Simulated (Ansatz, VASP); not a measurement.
This is a calculation of Ir for Ansatz 0.2.0.

File input.yaml:

```yaml
crystal:
  lattice:
    - [2.8053401807, 0.0, 0.0]
    - [-1.4026700903, 2.4294958627, 0.0]
    - [0.0, 0.0, 4.5498081014]
  atoms:
    - { symbol: Ir, position: [0.3333333333, 0.6666666667, 0.25] }
    - { symbol: Ir, position: [0.6666666667, 0.3333333333, 0.75] }
hamiltonian:
  xc: r2scan
  pseudopotentials: { kind: paw }
kpoints:
  mp_grid: { grid: [11, 11, 6] }
scf:
  occupations: { method: fermi_dirac, width: 0.05 }
output:
  forces: true
  stress: true
  eigenvalues: true
```

Potentials or basis: Ansatz PAW.

The run is started by

```console
$ ansatz run input.yaml --threads 1 --pin off --max-ram 3584MiB --backend cpu --events-out ev --progress --plain --runs-dir out
```

**Question.** Set up the same calculation for VASP 6.6.1. Potentials there: VASP PAW PBE potentials, release 64 (Ir_sv_GW).

**Answer.** As run (the cutoff follows the program's own potentials):

File POSCAR:

```
Ir
1.0
    2.8053401807      0.0000000000      0.0000000000
   -1.4026700903      2.4294958627      0.0000000000
    0.0000000000      0.0000000000      4.5498081014
Ir
2
Direct
    0.3333333333      0.6666666667      0.2500000000
    0.6666666667      0.3333333333      0.7500000000
```

The input INCAR.step1:

```
SYSTEM = Ir
ALGO = Normal ; EDIFF = 1E-5
ENCUT = 620 ; GGA = PE
GGA_COMPAT = .FALSE. ; ISMEAR = -1
LASPH = .TRUE. ; LCHARG = .FALSE.
LREAL = .FALSE. ; LWAVE = .TRUE.
NBANDS = 24 ; NELM = 120
PREC = Accurate ; SIGMA = 0.05
```

File INCAR.step2:

```
SYSTEM = Ir
ALGO = Normal ; EDIFF = 1E-6
ENCUT = 620 ; GGA_COMPAT = .FALSE.
ISIF = 2 ; ISMEAR = -1
ISTART = 1 ; LASPH = .TRUE.
LCHARG = .TRUE. ; LELF = .TRUE.
LMIXTAU = .TRUE. ; LREAL = .FALSE.
LVHAR = .TRUE. ; LWAVE = .FALSE.
METAGGA = R2SCAN ; NBANDS = 24
NELM = 120 ; PREC = Accurate
SIGMA = 0.05
```

File KPOINTS:

```
k-points
0
G
  11 11 6
  0 0 0
```

Potentials or basis: VASP PAW PBE potentials, release 64 (Ir_sv_GW).

Command:

```bash
$ cat potpaw_PBE.64/Ir_sv_GW/POTCAR > POTCAR
$ cp INCAR.step1 INCAR
$ mpirun -np 1 vasp_std > vasp.out
$ cp INCAR.step2 INCAR
$ mpirun -np 1 vasp_std > vasp.out
```

Both were run:

|  | VASP | Ansatz | Ansatz less VASP |
| --- | --- | --- | --- |
| gap on the k mesh at the Fermi level (eV) | none | none | - |
| pressure (GPa) | -25.8 | -25.0 | +0.83 |
| traceless stress, the component that is largest in VASP (GPa) | -0.58 | -0.57 | +0.012 |

VASP's potentials were made for PBE, not for r2SCAN. A gap of «none» marks a metal or a gap that the smearing closes.

Neither program's run includes spin-orbit coupling.
